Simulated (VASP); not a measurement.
# NaHgSe3 (Pm-3m) in VASP: notebook, part 2 of 2

VASP 6.6.1. Earlier steps stand in the parts before.

## (3) Relaxation of cell and atoms, PBE

INCAR reads:

```
ALGO = Normal
EDIFF = 1E-6
EDIFFG = -0.01
ENCUT = 600
GGA = PE
IBRION = 2
ISIF = 3
ISMEAR = 0
LASPH = True
LCHARG = False
LREAL = False
LWAVE = False
NELM = 100
NSW = 100
PREC = Accurate
SIGMA = 0.1
```

KPOINTS reads:

```
k-points
0
Gamma
  8 8 8
```

POSCAR reads:

```
NaHgSe3
1.0
    5.3284601505      0.0000000000      0.0000000000
    0.0000000000      5.3284601505      0.0000000000
    0.0000000000      0.0000000000      5.3284601505
Na Hg Se
1 1 3
Direct
    0.5000000000      0.5000000000      0.5000000000
    0.0000000000      0.0000000000      0.0000000000
    0.5000000000      0.0000000000      0.0000000000
    0.0000000000      0.5000000000      0.0000000000
    0.0000000000      0.0000000000      0.5000000000
```

Potentials or basis: VASP PAW PBE potentials, release 64 (Na_pv, Hg, Se).

Command:

```
$ cat potpaw_PBE.64/Na_pv/POTCAR potpaw_PBE.64/Hg/POTCAR potpaw_PBE.64/Se/POTCAR > POTCAR
$ mpirun -np 1 vasp_std > vasp.out
```

OUTCAR:

```text
EDIFF = 1E-6
   EDIFFG = -0.01
   ENCUT = 600
   GGA = PE
   IBRION = 2
   ISIF = 3
   ISMEAR = 0
   LASPH = True
   LREAL = False
   NELM = 100
   NSW = 100
   PREC = Accurate

 ion  position               nearest neighbor table
   1  0.500  0.500  0.500-
   2  0.000  0.000  0.000-   3 2.66   4 2.66   5 2.66   5 2.66   4 2.66   3 2.66
   3  0.500  0.000  0.000-   2 2.66   2 2.66
   4  0.000  0.500  0.000-   2 2.66   2 2.66
   5  0.000  0.000  0.500-   2 2.66   2 2.66

  LATTYP: Found a simple cubic cell.
 ALAT       =     5.3284601505

  Lattice vectors:

 A1 = (   5.3284601505,   0.0000000000,   0.0000000000)
 A2 = (   0.0000000000,   5.3284601505,   0.0000000000)
 A3 = (   0.0000000000,   0.0000000000,   5.3284601505)

Analysis of symmetry for initial positions (statically):
=====================================================================
 Subroutine PRICEL returns:
 Original cell was already a primitive cell.

 Routine SETGRP: Setting up the symmetry group for a
 simple cubic supercell.

 Subroutine GETGRP returns: Found 48 space group operations
 (whereof 48 operations were pure point group operations)
 out of a pool of 48 trial point group operations.

The static configuration has the point symmetry O_h .

Analysis of symmetry for dynamics (positions and initial velocities):
=====================================================================
 Subroutine PRICEL returns:
 Original cell was already a primitive cell.

 Routine SETGRP: Setting up the symmetry group for a
 simple cubic supercell.

 Subroutine GETGRP returns: Found 48 space group operations
 (whereof 48 operations were pure point group operations)
 out of a pool of 48 trial point group operations.

The dynamic configuration has the point symmetry O_h .

 Subroutine INISYM returns: Found 48 space group operations
 (whereof 48 operations are pure point group operations),
 and found     1 'primitive' translations

----------------------------------------------------------------------------------------

                                     Primitive cell

  volume of cell :     151.2882

  direct lattice vectors                    reciprocal lattice vectors
     5.328460150  0.000000000  0.000000000     0.187671480  0.000000000  0.000000000
     0.000000000  5.328460150  0.000000000     0.000000000  0.187671480  0.000000000
     0.000000000  0.000000000  5.328460150     0.000000000  0.000000000  0.187671480

  length of vectors
     5.328460150  5.328460150  5.328460150     0.187671480  0.187671480  0.187671480

  position of ions in fractional coordinates (direct lattice)
     0.500000000  0.500000000  0.500000000
     0.000000000  0.000000000  0.000000000
     0.500000000  0.000000000  0.000000000
     0.000000000  0.500000000  0.000000000
[... 118 lines left out ...]
 NGX is ok and might be reduce to    48
   NGX = 21   NGY = 21   NGZ = 21

--------------------------------------- Ionic step        1  -------------------------------------------

 number of electron      36.9999991 magnetization

 Free energy of the ion-electron system (eV)
  ---------------------------------------------------
  ext. energy  EPLUGINS =         0.00000000
  ---------------------------------------------------
  free energy    TOTEN  =       -11.20162016 eV

  energy without entropy =      -11.18139446  energy(sigma->0) =      -11.19150731

------------------------ aborting loop because EDIFF is reached ----------------------------------------

  FORCE on cell =-STRESS in cart. coord.  units (eV):
  Direction    XX          YY          ZZ          XY          YZ          ZX
  --------------------------------------------------------------------------------------
  -------------------------------------------------------------------------------------
  Total        0.2420275      0.2420275      0.2420275      0.0000000      0.0000000     -0.0000000
  in kB        2.5631270      2.5631270      2.5631270      0.0000000      0.0000000     -0.0000000
  external PRESSURE =       2.5631270 kB  Pullay stress =       0.0000000 kB

 VOLUME and BASIS-vectors are now :
 -----------------------------------------------------------------------------
  energy-cutoff  :      600.00
  volume of cell :      151.29
      direct lattice vectors                 reciprocal lattice vectors
     5.328460150  0.000000000  0.000000000     0.187671480  0.000000000  0.000000000
     0.000000000  5.328460150  0.000000000     0.000000000  0.187671480  0.000000000
     0.000000000  0.000000000  5.328460150     0.000000000  0.000000000  0.187671480

 POSITION                                       TOTAL-FORCE (eV/Angst)
 -----------------------------------------------------------------------------------
      2.66423      2.66423      2.66423         0.000000      0.000000      0.000000
      0.00000      0.00000      0.00000         0.000000      0.000000      0.000000
      2.66423      0.00000      0.00000         0.000000      0.000000      0.000000
      0.00000      2.66423      0.00000         0.000000      0.000000      0.000000
      0.00000      0.00000      2.66423         0.000000      0.000000      0.000000
 -----------------------------------------------------------------------------------
    total drift:                                0.000000     -0.000000      0.000000

  FREE ENERGIE OF THE ION-ELECTRON SYSTEM (eV)
  ---------------------------------------------------
  free  energy   TOTEN  =       -11.2016201600 eV

  energy  without entropy=      -11.1813944551  energy(sigma->0) =      -11.19150731

--------------------------------------- Ionic step        2  -------------------------------------------

 number of electron      36.9999990 magnetization

 Free energy of the ion-electron system (eV)
  ---------------------------------------------------
  ext. energy  EPLUGINS =         0.00000000
  ---------------------------------------------------
  free energy    TOTEN  =       -11.20248919 eV

  energy without entropy =      -11.18186932  energy(sigma->0) =      -11.19217926

 E-fermi :   0.6858     XC(G=0):  -8.2039

 val. band max:        0.6667296690   @ k =   0.5000   0.3750   0.2500
 cond. band min:       0.6863192085   @ k =   0.5000   0.5000   0.2500
 fundamental gap:      0.0195895395
 Fermi energy:         0.6858480495

 k-point     1 :       0.0000    0.0000    0.0000
  band No.  band energies     occupation
      1     -23.2599      2.00000
      2     -23.2599      2.00000
      3     -23.2599      2.00000
      4     -12.1401      2.00000
      5     -11.1690      2.00000
      6     -11.1690      2.00000
[... 589 lines left out ...]
     21       4.9694      0.00000
     22       5.1093      0.00000

 [... further k-points ...]

------------------------ aborting loop because EDIFF is reached ----------------------------------------

  FORCE on cell =-STRESS in cart. coord.  units (eV):
  Direction    XX          YY          ZZ          XY          YZ          ZX
  --------------------------------------------------------------------------------------
  -------------------------------------------------------------------------------------
  Total        0.0022868      0.0022868      0.0022868      0.0000000      0.0000000      0.0000000
  in kB        0.0240486      0.0240486      0.0240486      0.0000000      0.0000000      0.0000000
  external PRESSURE =       0.0240486 kB  Pullay stress =       0.0000000 kB

 VOLUME and BASIS-vectors are now :
 -----------------------------------------------------------------------------
  energy-cutoff  :      600.00
  volume of cell :      152.35
      direct lattice vectors                 reciprocal lattice vectors
     5.340903223 -0.000000000 -0.000000000     0.187234248 -0.000000000 -0.000000000
     0.000000000  5.340903223 -0.000000000     0.000000000  0.187234248 -0.000000000
     0.000000000  0.000000000  5.340903223     0.000000000  0.000000000  0.187234248

 POSITION                                       TOTAL-FORCE (eV/Angst)
 -----------------------------------------------------------------------------------
      2.67045      2.67045      2.67045        -0.000000     -0.000000      0.000000
      0.00000      0.00000      0.00000        -0.000000     -0.000000      0.000000
      2.67045     -0.00000     -0.00000         0.000000     -0.000000      0.000000
      0.00000      2.67045     -0.00000        -0.000000      0.000000      0.000000
      0.00000      0.00000      2.67045        -0.000000     -0.000000      0.000000
 -----------------------------------------------------------------------------------
    total drift:                                0.000000     -0.000000      0.000000

  FREE ENERGIE OF THE ION-ELECTRON SYSTEM (eV)
  ---------------------------------------------------
  free  energy   TOTEN  =       -11.2024891925 eV

  energy  without entropy=      -11.1818693220  energy(sigma->0) =      -11.19217926

 reached required accuracy - stopping structural energy minimisation
```

OSZICAR:

```text
N       E                     dE             d eps       ncg     rms          rms(c)
DAV:   1     0.304009320927E+03    0.30401E+03   -0.17822E+04  1540   0.167E+03
DAV:   2     0.173308790952E+02   -0.28668E+03   -0.27932E+03  1638   0.370E+02
DAV:   3    -0.112889602464E+02   -0.28620E+02   -0.27905E+02  1864   0.112E+02
DAV:   4    -0.122834222533E+02   -0.99446E+00   -0.97437E+00  1726   0.195E+01
[... 13 lines left out ...]
DAV:   3    -0.112029449906E+02    0.12986E-02   -0.29170E-03  1774   0.366E-01    0.292E-01
DAV:   4    -0.112025206112E+02    0.42438E-03   -0.95569E-04  1660   0.176E-01    0.473E-02
DAV:   5    -0.112024926616E+02    0.27950E-04   -0.15329E-04  1786   0.132E-01    0.402E-02
DAV:   6    -0.112024891368E+02    0.35248E-05   -0.27161E-05  1648   0.596E-02    0.638E-03
DAV:   7    -0.112024891925E+02   -0.55668E-07   -0.79812E-07   854   0.107E-02
   2 F= -.11202489E+02 E0= -.11192179E+02  d E =-.869033E-03
```

Run time: 1.7 min. Hardware: 1 thread of Intel Xeon 6975P-C (Granite Rapids), shared host; peak memory 0.42 GiB.

What came out:

```yaml
Free_energy: -11.2025 eV
Relaxed_volume: 30.47 Å³/atom
Relaxed_cell: a = 5.341 Å, b = 5.341 Å, c = 5.341 Å, α = 90.00°, β = 90.00°, γ = 90.00°
Space_group_after_relaxing_to_0.05_Å: Pm-3m (No. 221)
Energy_gained_by_relaxing: 0.2 meV/atom
Ionic_steps: 2
Pressure_after_relaxing: 0.0 GPa
```

The path:
| step | energy change (eV) | largest force (eV/Å) | pressure (GPa) | volume (Å³) |
| --- | --- | --- | --- | --- |
| 1 | 0.0000 | 0.0000 | 0.26 | 151.29 |
| 2 | -0.0009 | 0.0000 | 0.00 | 152.35 |

Final structure:
```
CELL_PARAMETERS angstrom
5.34090 0.00000 0.00000
0.00000 5.34090 0.00000
0.00000 0.00000 5.34090
ATOMIC_POSITIONS crystal
Na 0.50000 0.50000 0.50000
Hg 0.00000 0.00000 0.00000
Se 0.50000 0.00000 0.00000
Se 0.00000 0.50000 0.00000
Se 0.00000 0.00000 0.50000
```

Levels at points of the mesh, in eV from the Fermi level:
```csv
k point,band 16,band 17,band 18,band 19,band 20,band 21
"(0.00, 0.00, 0.00)",-0.49,-0.49,-0.49,-0.22,-0.22,-0.22
"(0.50, 0.00, 0.00)",-0.81,-0.76,-0.76,-0.30,-0.30,3.55
"(0.50, 0.50, 0.00)",-1.28,-0.70,-0.70,0.52,1.35,4.69
"(0.50, 0.50, 0.50)",0.54,0.54,0.54,1.37,1.37,2.99
```

Caveat: spin-orbit coupling is left out, which moves the levels of the heavy elements.

## (4) Single point, PBE

INCAR reads:

```
SYSTEM = NaHgSe3
  PREC = Accurate
  ENCUT = 520
  EDIFF = 1E-6
  ISMEAR = 0
  SIGMA = 0.1
  LREAL = .FALSE.
  LASPH = .TRUE.
  NELM = 100
  ALGO = Normal
  ISIF = 2
  LWAVE = .FALSE.
  LCHARG = .TRUE.
  GGA = PE
  LELF = .TRUE.
  LVHAR = .TRUE.
  NBANDS = 26
```

KPOINTS reads:

```
Automatic mesh
0
G
  8 8 8
  0 0 0
```

POSCAR is that of step 3.

Command:

```
$ cat potpaw_PBE.64/Na_pv/POTCAR potpaw_PBE.64/Hg/POTCAR potpaw_PBE.64/Se/POTCAR > POTCAR
$ mpirun -np 1 vasp_std > vasp.out
```

It took 50 s on 1 thread of Intel Xeon 6975P-C (Granite Rapids), shared host; peak memory 0.32 GiB.

Results (log left out):

```
Free energy : -11.2015 eV
Pressure    : 0.2 GPa
```

Levels at points of the mesh, in eV from the Fermi level:
```csv
k point,band 14,band 15,band 16,band 17,band 18,band 19,band 20,band 21,band 22,band 23
"(0.00, 0.00, 0.00)",-3.46,-1.15,-0.50,-0.50,-0.50,-0.22,-0.22,-0.22,2.63,6.12
"(0.50, 0.00, 0.00)",-3.15,-1.83,-0.83,-0.76,-0.76,-0.31,-0.31,3.58,4.49,4.97
"(0.50, 0.50, 0.00)",-2.12,-1.29,-1.29,-0.71,-0.71,0.53,1.37,4.71,5.28,5.90
"(0.50, 0.50, 0.50)",-1.97,-1.97,0.55,0.55,0.55,1.40,1.40,2.99,4.93,4.93
```

Caveat: spin-orbit coupling is left out, which moves the levels of the heavy elements.
